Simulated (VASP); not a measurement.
# CdS (Hawleyite) (F-43m) in VASP: further runs

CdS (Hawleyite) is run at these levels: PBEsol+D4, PBEsol, PBEsol+D3(BJ); tasks: single point, relaxation of cell and atoms.

All numbers are computed with VASP 6.6.1; they aren't measurements. Logs are shortened: lines on timing, memory, paths and dates and some standing lists are left out, and cuts for length are marked.

## 1. The cell of the first run

Symmetry: F-43m, No. 216, cubic system. The conventional cell has a = 5.789 Å, b = 5.789 Å, c = 5.789 Å, α = 90.00°, β = 90.00°, γ = 90.00°. Within 3.3 Å of Cd (site symmetry -43m) lie 4 S at 2.51 Å. Within 3.3 Å of S (site symmetry -43m) lie 4 Cd at 2.51 Å.

## 2. Single point, PBEsol+D4

INCAR reads:

```
  PREC = Accurate
  ENCUT = 520
  EDIFF = 1E-7
  ISMEAR = -1
  SIGMA = 0.05
  LREAL = False
  LASPH = True
  NELM = 80
  ALGO = Normal
  ISIF = 2
  LWAVE = False
  LCHARG = False
  GGA = PS
  IVDW = 13
  NBANDS = 16
```

KPOINTS reads:

```
regular mesh
0
Gamma
  8 8 8
```

POSCAR reads:

```
CdS
1.0
    0.0000000000      2.8943087833      2.8943087833
    2.8943087833      0.0000000000      2.8943087833
    2.8943087833      2.8943087833      0.0000000000
Cd S
1 1
Direct
    0.0000000000      0.0000000000      0.0000000000
    0.7500000000      0.7500000000      0.7500000000
```

Potentials or basis: VASP PAW PBE potentials, release 64 (Cd, S).

Command:

```
$ cat potpaw_PBE.64/Cd/POTCAR potpaw_PBE.64/S/POTCAR > POTCAR
$ mpirun -np 1 vasp_std > vasp.out
```

OUTCAR:

```text
PREC = Accurate
   ENCUT = 520
   EDIFF = 1E-7
   ISMEAR = -1
   LREAL = False
   LASPH = True
   NELM = 80
   ISIF = 2
   GGA = PS
   IVDW = 13

 ion  position               nearest neighbor table
   1  0.000  0.000  0.000-   2 2.51   2 2.51   2 2.51   2 2.51
   2  0.750  0.750  0.750-   1 2.51   1 2.51   1 2.51   1 2.51

  LATTYP: Found a face centered cubic cell.
 ALAT       =     5.7886175666

  Lattice vectors:

 A1 = (   0.0000000000,   2.8943087833,   2.8943087833)
 A2 = (   2.8943087833,   0.0000000000,   2.8943087833)
 A3 = (   2.8943087833,   2.8943087833,   0.0000000000)

Analysis of symmetry for initial positions (statically):
=====================================================================
 Subroutine PRICEL returns:
 Original cell was already a primitive cell.

 Routine SETGRP: Setting up the symmetry group for a
 face centered cubic supercell.

 Subroutine GETGRP returns: Found 24 space group operations
 (whereof 24 operations were pure point group operations)
 out of a pool of 48 trial point group operations.

The static configuration has the point symmetry T_d .

Analysis of symmetry for dynamics (positions and initial velocities):
=====================================================================
 Subroutine PRICEL returns:
 Original cell was already a primitive cell.

 Routine SETGRP: Setting up the symmetry group for a
 face centered cubic supercell.

 Subroutine GETGRP returns: Found 24 space group operations
 (whereof 24 operations were pure point group operations)
 out of a pool of 48 trial point group operations.

The dynamic configuration has the point symmetry T_d .

 Subroutine INISYM returns: Found 24 space group operations
 (whereof 24 operations are pure point group operations),
 and found     1 'primitive' translations

----------------------------------------------------------------------------------------

                                     Primitive cell

  volume of cell :      48.4914

  direct lattice vectors                    reciprocal lattice vectors
     0.000000000  2.894308783  2.894308783    -0.172752819  0.172752819  0.172752819
     2.894308783  0.000000000  2.894308783     0.172752819 -0.172752819  0.172752819
     2.894308783  2.894308783  0.000000000     0.172752819  0.172752819 -0.172752819

  length of vectors
     4.093170735  4.093170735  4.093170735     0.299216659  0.299216659  0.299216659

  position of ions in fractional coordinates (direct lattice)
[... 78 lines left out ...]
   NELM   =     80;   NELMIN=  2; NELMDL= -5     # of ELM steps
   EDIFF  = 0.1E-06   stopping-criterion for ELM
   LREAL  =      F    real-space projection
   EDIFFG = 0.1E-05   stopping-criterion for IOM
   NSW    =      0    number of steps for IOM
   IBRION =     -1    ionic relax: 0-MD 1-quasi-New 2-CG
   NFREE  =      0    steps in history (QN), initial steepest desc. (CG)
   ISIF   =      2    stress and relaxation
   ISYM   =      2    0-nonsym 1-usesym 2-fastsym
   POTIM  = 0.5000    time-step for ionic-motion
   TEBEG  =    0.0;   TEEND  =   0.0 temperature during run
   PSTRESS=    0.0 pullay stress
   NELECT =      18.0000    total number of electrons
   NUPDOWN=      -1.0000    fix difference up-down
   EMIN   =  10.00;   EMAX   =-10.00  energy-range for DOS
   EFERMI =   0.00;   METHOD = LEGACY
   ISMEAR =    -1;   SIGMA  =   0.05  broadening in eV -4-tet -1-fermi 0-gaus
   EFERMI_NEDOS =   21; number of points for ismear=-14 and -15
   IALGO  =     38    algorithm
   IMIX   =      4    mixing-type and parameters
     AMIX     =   0.40;   BMIX     =  1.00
     AMIX_MAG =   1.60;   BMIX_MAG =  1.00
  volume/ion in A,a.u.               =      24.25       163.62
  Fermi-wavevector in a.u.,A,eV,Ry     =   1.176551  2.223359 18.834172  1.384273
  Thomas-Fermi vector in A             =   2.312913
   LORBIT       =      0    0 simple, 1 ext, 2 COOP (PROOUT), +10 PAW based schemes
   GGA     = PS    functional components
   LHFCALC =     F    Hartree Fock is set to
   AEXX    =    0.0000 exact exchange contribution
   IVDW    =    13    specifies the selected vdW correction
   LEPSILON=     F    determine dielectric tensor
   LRPA    =     F    only Hartree local field effects (RPA)
 non-spin polarized calculation
  energy-cutoff  :      520.00
  volume of cell :       48.49
 maximum number of plane-waves:      1323
   NGX = 15   NGY = 15   NGZ = 15

 number of electron      18.0000008 magnetization

 Free energy of the ion-electron system (eV)
  ---------------------------------------------------
  ext. energy  EPLUGINS =         0.00000000
  ---------------------------------------------------
  free energy    TOTEN  =        -6.80735132 eV

  energy without entropy =       -6.80735107  energy(sigma->0) =       -6.80735119

 E-fermi :   1.9776     XC(G=0):  -9.4864

 val. band max:        1.4124687685   @ k =   0.0000   0.0000   0.0000
 cond. band min:       2.4679591429   @ k =   0.0000   0.0000   0.0000
 fundamental gap:      1.0554903743
 Fermi energy:         1.9776210290

 k-point     1 :       0.0000    0.0000    0.0000
  band No.  band energies     occupation
      1     -11.1178      2.00000
      2      -6.4063      2.00000
      3      -6.4063      2.00000
      4      -6.4063      2.00000
      5      -5.8857      2.00000
      6      -5.8857      2.00000
[... 433 lines left out ...]
      3      -6.1891      2.00000
      4      -5.9168      2.00000
      5      -5.8576      2.00000
      6      -5.3608      2.00000
[... 8 lines left out ...]
     15      13.6580      0.00000
     16      14.6069      0.00000

 [... further k-points ...]

------------------------ aborting loop because EDIFF is reached ----------------------------------------

  DFT-D4 for vdW energy calculation

  Edisp (eV):   -0.37886

  FORCE on cell =-STRESS in cart. coord.  units (eV):
  Direction    XX          YY          ZZ          XY          YZ          ZX
  --------------------------------------------------------------------------------------
  -------------------------------------------------------------------------------------
  Total       0.12486     0.12486     0.12486     0.00000     0.00000     0.00000
  in kB       4.12531     4.12531     4.12531     0.00000     0.00000     0.00000
  external pressure =        4.13 kB  Pullay stress =        0.00 kB

 VOLUME and BASIS-vectors are now :
 -----------------------------------------------------------------------------
  energy-cutoff  :      520.00
  volume of cell :       48.49
      direct lattice vectors                 reciprocal lattice vectors
     0.000000000  2.894308783  2.894308783    -0.172752819  0.172752819  0.172752819
     2.894308783  0.000000000  2.894308783     0.172752819 -0.172752819  0.172752819
     2.894308783  2.894308783  0.000000000     0.172752819  0.172752819 -0.172752819

 POSITION                                       TOTAL-FORCE (eV/Angst)
 -----------------------------------------------------------------------------------
      0.00000      0.00000      0.00000        -0.000000     -0.000000      0.000000
      4.34146      4.34146      4.34146         0.000000      0.000000      0.000000
 -----------------------------------------------------------------------------------
    total drift:                                0.000001      0.000001      0.000001

  FREE ENERGIE OF THE ION-ELECTRON SYSTEM (eV)
  ---------------------------------------------------
  free  energy   TOTEN  =        -7.1862119045 eV

  energy  without entropy=       -7.1862116458  energy(sigma->0) =       -7.18621178
```

OSZICAR:

```text
N       E                     dE             d eps       ncg     rms          rms(c)
DAV:   1     0.101826622664E+03    0.10183E+03   -0.89935E+03   968   0.103E+03
DAV:   2    -0.349155513215E+01   -0.10532E+03   -0.99562E+02  1112   0.250E+02
DAV:   3    -0.728315515762E+01   -0.37916E+01   -0.37842E+01  1128   0.490E+01
DAV:   4    -0.730567116541E+01   -0.22516E-01   -0.22513E-01  1208   0.367E+00
DAV:   5    -0.730595324104E+01   -0.28208E-03   -0.28207E-03  1112   0.389E-01    0.822E+00
DAV:   6    -0.683042588507E+01    0.47553E+00   -0.78255E-01  1416   0.124E+01    0.656E+00
DAV:   7    -0.680981769917E+01    0.20608E-01   -0.17017E-01  1128   0.293E+00    0.307E+00
DAV:   8    -0.680753809117E+01    0.22796E-02   -0.17876E-02  1072   0.171E+00    0.269E-01
DAV:   9    -0.680728316177E+01    0.25493E-03   -0.21344E-03  1112   0.714E-01    0.503E-02
DAV:  10    -0.680731407326E+01   -0.30911E-04   -0.19853E-04  1144   0.169E-01    0.563E-02
DAV:  11    -0.680735365286E+01   -0.39580E-04   -0.65537E-05  1072   0.744E-02    0.201E-02
DAV:  12    -0.680735092819E+01    0.27247E-05   -0.12724E-05  1216   0.446E-02    0.846E-03
DAV:  13    -0.680735147566E+01   -0.54747E-06   -0.21018E-06  1088   0.886E-03    0.737E-03
DAV:  14    -0.680735134164E+01    0.13402E-06   -0.13342E-07  1016   0.211E-03    0.242E-03
DAV:  15    -0.680735132425E+01    0.17390E-07   -0.18390E-08   584   0.873E-04
   1 F= -.71862119E+01 E0= -.71862118E+01  d E =-.258681E-06
```

Wall time 15 s (1 thread of Intel Xeon Platinum 8488C (Sapphire Rapids), shared host); peak memory 0.17 GiB.

Results:

* Free energy: -7.1862 eV
* Pressure: 0.4 GPa
* Band gap on the k mesh: 1.06 eV, direct
* Dispersion energy per atom: -0.189 eV

Levels at points of the mesh, in eV from the valence-band top:
| k point | band 7 | band 8 | band 9 | band 10 | band 11 | band 12 |
| --- | --- | --- | --- | --- | --- | --- |
| (0.00, 0.00, 0.00) | 0.00 | 0.00 | 0.00 | 1.06 | 6.44 | 6.44 |
| (0.50, 0.00, 0.00) | -4.63 | -0.80 | -0.80 | 2.92 | 6.91 | 6.91 |
| (0.50, 0.50, 0.00) | -4.12 | -2.00 | -2.00 | 3.35 | 4.27 | 9.18 |

Caveat: the PAW data sets were made with another functional, which shifts forces and pressure a little. PBEsol gaps usually lie below the measured ones, often by a third to a half.

## 3. Relaxation of cell and atoms, PBEsol

This run uses another cell than the first one, of 24.81 Å³/atom, 1.023 times its volume.

INCAR reads:

```
PREC = Accurate
ENCUT = 600
EDIFF = 1E-6
ISMEAR = -1
SIGMA = 0.05
LREAL = False
LASPH = True
NELM = 100
ALGO = Normal
ISIF = 3
LWAVE = False
LCHARG = False
GGA = PS
IBRION = 2
NSW = 60
EDIFFG = -0.01
```

KPOINTS is that of step 2.

POSCAR reads:

```
CdS
1.0
    0.0000000000      2.9165000000      2.9165000000
    2.9165000000      0.0000000000      2.9165000000
    2.9165000000      2.9165000000      0.0000000000
Cd S
1 1
Direct
    0.0000000000      0.0000000000      0.0000000000
    0.7500000000      0.7500000000      0.7500000000
```

Potentials or basis: VASP PAW PBE potentials, release 64 (Cd, S).

Command:

```
$ cat potpaw_PBE.64/Cd/POTCAR potpaw_PBE.64/S/POTCAR > POTCAR
$ mpirun -np 1 vasp_std > vasp.out
```

It took 21 s on 1 thread of Intel Xeon Platinum 8488C (Sapphire Rapids), shared host; peak memory 0.22 GiB.

Results (log left out):

| Quantity | Value |
| --- | --- |
| Free energy | -6.8137 eV |
| Relaxed volume | 24.86 Å³/atom |
| Relaxed cell | a = 4.127 Å, b = 4.127 Å, c = 4.127 Å, α = 60.00°, β = 60.00°, γ = 60.00° |
| Space group after relaxing (to 0.05 Å) | F-43m (No. 216) |
| Energy gained by relaxing | 0.0 meV/atom |
| Ionic steps | 2 |
| Pressure after relaxing | 0.0 GPa |
| Band gap on the k mesh | 1.00 eV, direct |

Final structure:
```xyz
2
Lattice="0.0000 2.9185 2.9185 2.9185 0.0000 2.9185 2.9185 2.9185 0.0000" Properties=species:S:1:pos:R:3 pbc="T T T"
Cd    0.0000    2.9185    2.9185
S     4.3777    4.3777    4.3777
```

Levels at points of the mesh, in eV from the valence-band top:
```csv
k point,band 7,band 8,band 9,band 10,band 11,band 12
"(0.00, 0.00, 0.00)",0.00,0.00,0.00,1.00,6.45,6.45
"(0.50, 0.00, 0.00)",-4.47,-0.76,-0.76,2.89,6.91,6.91
"(0.50, 0.50, 0.00)",-4.01,-1.91,-1.91,3.40,4.25,9.07
```

Caveat: the PAW data sets were made with another functional, which shifts forces and pressure a little. As with any semilocal functional, this PBEsol gap is likely too small.

## 4. Relaxation of cell and atoms, PBEsol+D3(BJ)

This run uses another cell than the first one, of 24.81 Å³/atom, 1.023 times its volume.

INCAR reads:

```
ALGO = Normal
EDIFF = 1E-6
EDIFFG = -0.01
ENCUT = 600
GGA = PS
IBRION = 2
ISIF = 3
ISMEAR = -1
IVDW = 12
LASPH = T
LCHARG = F
LREAL = F
LWAVE = F
NELM = 100
NSW = 60
PREC = Accurate
SIGMA = 0.05
```

KPOINTS reads:

```
k-points
0
Gamma
  8 8 8
```

POSCAR is that of step 3.

Command:

```
$ cat potpaw_PBE.64/Cd/POTCAR potpaw_PBE.64/S/POTCAR > POTCAR
$ mpirun -np 1 vasp_std > vasp.out
```

It took 26 s on 1 thread of Intel Xeon Platinum 8488C (Sapphire Rapids), shared host; peak memory 0.23 GiB.

The run converged. Its results:

* Free energy: -7.3651 eV
* Relaxed volume: 24.15 Å³/atom
* Relaxed cell: a = 4.088 Å, b = 4.088 Å, c = 4.088 Å, α = 60.00°, β = 60.00°, γ = 60.00°
* Space group after relaxing (to 0.05 Å): F-43m (No. 216)
* Energy gained by relaxing: 3.5 meV/atom
* Ionic steps: 3
* Pressure after relaxing: 0.0 GPa
* Band gap on the k mesh: 1.06 eV, direct
* Dispersion energy per atom: -0.280 eV

Step by step:
```tsv
step	energy change (eV)	largest force (eV/Å)	pressure (GPa)	volume (Å³)
1	0.0000	0.0000	-1.67	49.62
2	-0.0059	0.0000	0.73	47.78
3	-0.0070	0.0000	0.01	48.30
```

Final structure:
```xyz
2
Lattice="0.0000 2.8905 2.8905 2.8905 0.0000 2.8905 2.8905 2.8905 0.0000" Properties=species:S:1:pos:R:3 pbc="T T T"
Cd    0.0000    0.0000    0.0000
S     4.3357    4.3357    4.3357
```

Levels at points of the mesh, in eV from the valence-band top:
```csv
k point,band 6,band 7,band 8,band 9,band 10,band 11,band 12,band 13
"(0.00, 0.00, 0.00)",-7.31,0.00,0.00,0.00,1.06,6.44,6.44,6.44
"(0.50, 0.00, 0.00)",-6.90,-4.65,-0.80,-0.80,2.93,6.91,6.91,7.40
"(0.50, 0.50, 0.00)",-6.84,-4.14,-2.01,-2.01,3.34,4.28,9.19,10.83
```

Caveat: the PAW data sets were made with another functional, which shifts forces and pressure a little.

## 5. Relaxation of cell and atoms, PBEsol+D4

This run uses another cell than the first one, of 24.81 Å³/atom, 1.023 times its volume.

INCAR reads:

```
SYSTEM = CdS
ALGO     = Normal         ! electronic algorithm
EDIFF    = 1E-7           ! SCF threshold, eV
EDIFFG   = -0.01          ! ionic threshold
ENCUT    = 600            ! plane-wave cutoff, eV
GGA      = PS             ! functional
IBRION   = 2              ! ionic algorithm
ISIF     = 3              ! what is computed and relaxed
ISMEAR   = -1             ! smearing method
IVDW     = 13             ! dispersion correction
LASPH    = .True.         ! aspherical terms in the spheres
LCHARG   = .False.        ! write CHGCAR
LREAL    = .False.        ! projectors in reciprocal space
LWAVE    = .False.        ! write WAVECAR
NELM     = 60             ! most SCF steps
NSW      = 60             ! ionic steps
PREC     = Accurate       ! precision mode
SIGMA    = 0.05           ! smearing width, eV
```

KPOINTS reads:

```
k-points
0
Gamma
  8 8 8
  0 0 0
```

POSCAR is that of step 4.

Command:

```
$ cat potpaw_PBE.64/Cd/POTCAR potpaw_PBE.64/S/POTCAR > POTCAR
$ mpirun -np 1 vasp_std > vasp.out
```

It took 33 s on 1 thread of Intel Xeon Platinum 8488C (Sapphire Rapids), shared host; peak memory 0.22 GiB.

The run converged. Its results:

```yaml
Free_energy: -7.1871 eV
Relaxed_volume: 24.38 Å³/atom
Relaxed_cell: a = 4.101 Å, b = 4.101 Å, c = 4.101 Å, α = 60.00°, β = 60.00°, γ = 60.00°
Space_group_after_relaxing_to_0.05_Å: F-43m (No. 216)
Energy_gained_by_relaxing: 1.4 meV/atom
Ionic_steps: 3
Pressure_after_relaxing: 0.0 GPa
Band_gap_on_the_k_mesh: 1.04 eV, direct
Dispersion_energy_per_atom: -0.188 eV
```

The path:
```
step  energy change (eV)  largest force (eV/Å)  pressure (GPa)  volume (Å³)
   1              0.0000                0.0000           -1.07        49.62
   2             -0.0024                0.0000            0.45        48.44
   3             -0.0029                0.0000           -0.02        48.77
```

Final structure:
```cif
data_structure
_symmetry_space_group_name_H-M 'P 1'
_symmetry_Int_Tables_number 1
_cell_length_a 4.1010
_cell_length_b 4.1010
_cell_length_c 4.1010
_cell_angle_alpha 60.000
_cell_angle_beta 60.000
_cell_angle_gamma 60.000
_cell_volume 48.77
loop_
_atom_site_label
_atom_site_type_symbol
_atom_site_fract_x
_atom_site_fract_y
_atom_site_fract_z
_atom_site_occupancy
Cd1 Cd 0.00000 0.00000 0.00000 1
S1 S 0.75000 0.75000 0.75000 1
```

Levels at points of the mesh, in eV from the valence-band top:
```tsv
k point	band 7	band 8	band 9	band 10	band 11	band 12
(0.00, 0.00, 0.00)	0.00	0.00	0.00	1.04	6.44	6.44
(0.50, 0.00, 0.00)	-4.59	-0.79	-0.79	2.91	6.91	6.91
(0.50, 0.50, 0.00)	-4.09	-1.97	-1.97	3.36	4.27	9.15
```

Caveat: the PAW data sets were made with another functional, which shifts forces and pressure a little.

## 6. Overview

```tsv
task	level	cell	cutoff (eV)	gap on the mesh (eV)	pressure (GPa)	relaxed volume (Å³/atom)
single point	PBEsol+D4	a = 4.093 Å, angles 60.0°, 2 atoms	520	1.06	0.4	-
relaxation of cell and atoms	PBEsol	relaxed from a = 4.125 Å, angles 60.0°, 2 atoms	600	1.00	0.0	24.86
relaxation of cell and atoms	PBEsol+D3(BJ)	relaxed from a = 4.125 Å, angles 60.0°, 2 atoms	600	1.06	0.0	24.15
relaxation of cell and atoms	PBEsol+D4	relaxed from a = 4.125 Å, angles 60.0°, 2 atoms	600	1.04	0.0	24.38
```

Alike in all rows: potentials or basis VASP PAW PBE potentials, release 64 (Cd, S); no spin polarisation; k mesh 8 × 8 × 8; smearing fermi-dirac 0.05 eV.

Caveats: the PAW data sets were made with another functional, which shifts forces and pressure a little.

Total energies depend on the potentials used, so only differences within one code and one set of settings carry meaning.
